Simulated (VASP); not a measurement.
# Al3GaAs4 (I-42m) in VASP: further runs

Runs on Al3GaAs4. Level: PBE. Tasks: single point, relaxation of cell and atoms.

Everything below comes from runs of VASP 6.6.1. Logs are shortened: lines on timing, memory, paths and dates and some standing lists are left out, and cuts for length are marked.

## 1. The cell of the first run

It takes space group I-42m (No. 121, tetragonal). The conventional cell has a = 5.439 Å, b = 5.439 Å, c = 10.878 Å, α = 90.00°, β = 90.00°, γ = 90.00°. Al (site symmetry -42m) has 4 As at 2.36 Å within 3.1 Å. Within 3.1 Å of Al (site symmetry -4) lie 4 As at 2.36 Å. Ga (site symmetry -42m) has 4 As at 2.36 Å within 3.1 Å. As (site symmetry m) has 3 Al at 2.36 Å and 1 Ga at 2.36 Å within 3.1 Å.

## 2. Single point, PBE

INCAR reads:

```
PREC = Accurate
ENCUT = 520
EDIFF = 1E-6
ISMEAR = 0
SIGMA = 0.1
LREAL = F
LASPH = T
NELM = 80
ALGO = Normal
ISIF = 2
LWAVE = F
LCHARG = F
GGA = PE
NBANDS = 31
```

KPOINTS reads:

```
Automatic mesh
0
Gamma
  4 4 4
```

POSCAR reads:

```
Al3GaAs4
1.0
   -2.7194347700      2.7194347700      5.4388695300
    2.7194347700     -2.7194347700      5.4388695300
    2.7194347700      2.7194347700     -5.4388695300
Al Ga As
3 1 4
Direct
    0.0000000000      0.0000000000      0.0000000000
    0.2500000000      0.7500000000      0.5000000000
    0.7500000000      0.2500000000      0.5000000000
    0.5000000000      0.5000000000      0.0000000000
    0.1250000000      0.1250000000      0.5000000000
    0.3750000000      0.8750000000      0.0000000000
    0.6250000000      0.6250000000      0.5000000000
    0.8750000000      0.3750000000      0.0000000000
```

Potentials or basis: VASP PAW PBE potentials, release 64 (Al, Ga_d, As).

On the command line:

```sh
cat potpaw_PBE.64/Al/POTCAR potpaw_PBE.64/Ga_d/POTCAR potpaw_PBE.64/As/POTCAR > POTCAR
mpirun -np 1 vasp_std > vasp.out
```

OUTCAR:

```text
PREC = Accurate
   ENCUT = 520
   EDIFF = 1E-6
   ISMEAR = 0
   LREAL = F
   LASPH = T
   NELM = 80
   ISIF = 2
   GGA = PE

 ion  position               nearest neighbor table
   1  0.000  0.000  0.000-   5 2.36   6 2.36   8 2.36   7 2.36
   2  0.250  0.750  0.500-   6 2.36   5 2.36   7 2.36   8 2.36
   3  0.750  0.250  0.500-   8 2.36   7 2.36   5 2.36   6 2.36
   4  0.500  0.500  0.000-   7 2.36   6 2.36   8 2.36   5 2.36
   5  0.125  0.125  0.500-   1 2.36   3 2.36   4 2.36   2 2.36
   6  0.375  0.875  0.000-   2 2.36   3 2.36   4 2.36   1 2.36
   7  0.625  0.625  0.500-   4 2.36   2 2.36   3 2.36   1 2.36
   8  0.875  0.375  0.000-   3 2.36   2 2.36   4 2.36   1 2.36

  LATTYP: Found a body centered tetragonal cell.
 ALAT       =     5.4388695400
 C/A-ratio  =     1.9999999963

  Lattice vectors:

 A1 = (  -2.7194347700,   2.7194347700,   5.4388695300)
 A2 = (   2.7194347700,  -2.7194347700,   5.4388695300)
 A3 = (   2.7194347700,   2.7194347700,  -5.4388695300)

Analysis of symmetry for initial positions (statically):
=====================================================================
 Subroutine PRICEL returns:
 Original cell was already a primitive cell.

 Routine SETGRP: Setting up the symmetry group for a
 body centered tetragonal supercell.

 Subroutine GETGRP returns: Found  8 space group operations
 (whereof  8 operations were pure point group operations)
 out of a pool of 16 trial point group operations.

The static configuration has the point symmetry D_2d.

Analysis of symmetry for dynamics (positions and initial velocities):
=====================================================================
 Subroutine PRICEL returns:
 Original cell was already a primitive cell.

 Routine SETGRP: Setting up the symmetry group for a
 body centered tetragonal supercell.

 Subroutine GETGRP returns: Found  8 space group operations
 (whereof  8 operations were pure point group operations)
 out of a pool of 16 trial point group operations.

The dynamic configuration has the point symmetry D_2d.

 Subroutine INISYM returns: Found  8 space group operations
 (whereof  8 operations are pure point group operations),
 and found     1 'primitive' translations

----------------------------------------------------------------------------------------

                                     Primitive cell

  volume of cell :     160.8888

[... 94 lines left out ...]
   ISIF   =      2    stress and relaxation
   ISYM   =      2    0-nonsym 1-usesym 2-fastsym
   POTIM  = 0.5000    time-step for ionic-motion
   TEBEG  =    0.0;   TEEND  =   0.0 temperature during run
   PSTRESS=    0.0 pullay stress
   NELECT =      42.0000    total number of electrons
   NUPDOWN=      -1.0000    fix difference up-down
   EMIN   =  10.00;   EMAX   =-10.00  energy-range for DOS
   EFERMI =   0.00;   METHOD = LEGACY
   ISMEAR =     0;   SIGMA  =   0.10  broadening in eV -4-tet -1-fermi 0-gaus
   EFERMI_NEDOS =   21; number of points for ismear=-14 and -15
   IALGO  =     38    algorithm
   IMIX   =      4    mixing-type and parameters
     AMIX     =   0.40;   BMIX     =  1.00
     AMIX_MAG =   1.60;   BMIX_MAG =  1.00
  volume/ion in A,a.u.               =      20.11       135.72
  Fermi-wavevector in a.u.,A,eV,Ry     =   1.046283  1.977189 14.894416  1.094709
  Thomas-Fermi vector in A             =   2.181115
   LORBIT       =      0    0 simple, 1 ext, 2 COOP (PROOUT), +10 PAW based schemes
   GGA     = PE    functional components
   LHFCALC =     F    Hartree Fock is set to
   AEXX    =    0.0000 exact exchange contribution
   IVDW    =     0    specifies the selected vdW correction
   LEPSILON=     F    determine dielectric tensor
   LRPA    =     F    only Hartree local field effects (RPA)
 non-spin polarized calculation
 Gauss-broadening in eV      SIGMA  =   0.10
  energy-cutoff  :      520.00
  volume of cell :      160.89
 maximum number of plane-waves:      4400
 NGX is ok and might be reduce to    50
   NGX = 25   NGY = 25   NGZ = 25

 number of electron      42.0000004 magnetization

 Free energy of the ion-electron system (eV)
  ---------------------------------------------------
  ext. energy  EPLUGINS =         0.00000000
  ---------------------------------------------------
  free energy    TOTEN  =       -35.28280395 eV

  energy without entropy =      -35.28280395  energy(sigma->0) =      -35.28280395

 E-fermi :   5.4347     XC(G=0):  -9.6691

 val. band max:        4.9953411162   @ k =   0.0000   0.0000   0.0000
 cond. band min:       6.2070133291   @ k =   0.5000   0.5000   0.5000
 fundamental gap:      1.2116722129
 Fermi energy:         5.4346876332

 k-point     1 :       0.0000    0.0000    0.0000
  band No.  band energies     occupation
      1      -9.7176      2.00000
      2      -9.7176      2.00000
      3      -9.7157      2.00000
      4      -9.6058      2.00000
      5      -9.6056      2.00000
      6      -7.8556      2.00000
[... 431 lines left out ...]
     30      12.1051      0.00000
     31      12.1065      0.00000

------------------------ aborting loop because EDIFF is reached ----------------------------------------

  FORCE on cell =-STRESS in cart. coord.  units (eV):
  Direction    XX          YY          ZZ          XY          YZ          ZX
  --------------------------------------------------------------------------------------
  -------------------------------------------------------------------------------------
  Total       15.0004899     15.0004899     14.9756272      0.0000000      0.0000000      0.0000000
  in kB      149.3791899    149.3791899    149.1316003      0.0000000      0.0000000      0.0000000
  external PRESSURE =     149.2966600 kB  Pullay stress =       0.0000000 kB

 VOLUME and BASIS-vectors are now :
 -----------------------------------------------------------------------------
  energy-cutoff  :      520.00
  volume of cell :      160.89
      direct lattice vectors                 reciprocal lattice vectors
    -2.719434770  2.719434770  5.438869530     0.000000000  0.183861737  0.091930869
     2.719434770 -2.719434770  5.438869530     0.183861737  0.000000000  0.091930869
     2.719434770  2.719434770 -5.438869530     0.183861737  0.183861737  0.000000000

 POSITION                                       TOTAL-FORCE (eV/Angst)
 -----------------------------------------------------------------------------------
      0.00000      0.00000      0.00000         0.000000      0.000000      0.000000
      2.71943     -0.00000      2.71943         0.000000      0.000000     -0.000000
     -0.00000      2.71943      2.71943         0.000000      0.000000      0.000000
      0.00000      0.00000      5.43887         0.000000     -0.000000     -0.000000
      1.35972      1.35972     -1.35972        -0.035954     -0.035954     -0.061469
      1.35972     -1.35972      6.79859         0.035954     -0.035954      0.061469
      1.35972      1.35972      4.07915         0.035954      0.035954     -0.061469
     -1.35972      1.35972      6.79859        -0.035954      0.035954      0.061469
 -----------------------------------------------------------------------------------
    total drift:                               -0.000003     -0.000003     -0.000001

  FREE ENERGIE OF THE ION-ELECTRON SYSTEM (eV)
  ---------------------------------------------------
  free  energy   TOTEN  =       -35.2828039542 eV

  energy  without entropy=      -35.2828039542  energy(sigma->0) =      -35.28280395
```

OSZICAR:

```text
N       E                     dE             d eps       ncg     rms          rms(c)
DAV:   1     0.253542689731E+03    0.25354E+03   -0.17104E+04   806   0.134E+03
DAV:   2    -0.472542589861E+01   -0.25827E+03   -0.24311E+03   930   0.322E+02
DAV:   3    -0.350353235884E+02   -0.30310E+02   -0.29708E+02   954   0.958E+01
DAV:   4    -0.362438999430E+02   -0.12086E+01   -0.12029E+01  1032   0.201E+01
DAV:   5    -0.362737372386E+02   -0.29837E-01   -0.29828E-01  1062   0.297E+00    0.711E+00
DAV:   6    -0.354412981351E+02    0.83244E+00   -0.11199E+00  1241   0.113E+01    0.424E+00
DAV:   7    -0.352795372200E+02    0.16176E+00   -0.84033E-01   940   0.365E+00    0.128E+00
DAV:   8    -0.352812035393E+02   -0.16663E-02   -0.66163E-02   940   0.247E+00    0.322E-01
DAV:   9    -0.352825634486E+02   -0.13599E-02   -0.63724E-03  1136   0.941E-01    0.118E-01
DAV:  10    -0.352826169969E+02   -0.53548E-04   -0.53111E-04   948   0.130E-01    0.505E-02
DAV:  11    -0.352828018944E+02   -0.18490E-03   -0.24642E-04   932   0.733E-02    0.117E-02
DAV:  12    -0.352828042557E+02   -0.23612E-05   -0.61284E-06  1074   0.145E-02    0.913E-03
DAV:  13    -0.352828039542E+02    0.30145E-06   -0.28687E-06   876   0.981E-03
   1 F= -.35282804E+02 E0= -.35282804E+02  d E =-.822370E-11
```

Wall time 69 s (1 thread of Intel Xeon Platinum 8559C (Emerald Rapids), shared host); peak memory 0.37 GiB.

Results:

```
Free energy            : -35.2828 eV
Pressure               : 14.9 GPa
Largest force          : 0.080 eV/Å
Band gap on the k mesh : 1.21 eV (least direct gap 1.23 eV)
```

Forces on the atoms (eV/Å):
```
Al   0.000  0.000  0.000
Al   0.000  0.000  0.000
Al   0.000  0.000  0.000
Ga   0.000  0.000  0.000
As  -0.036 -0.036 -0.061
As   0.036 -0.036  0.061
As   0.036  0.036 -0.061
As  -0.036  0.036  0.061
```

Caveat: the cell stands under pressure. A k mesh can miss the band edges.

(Continued in part 2 of 2.)
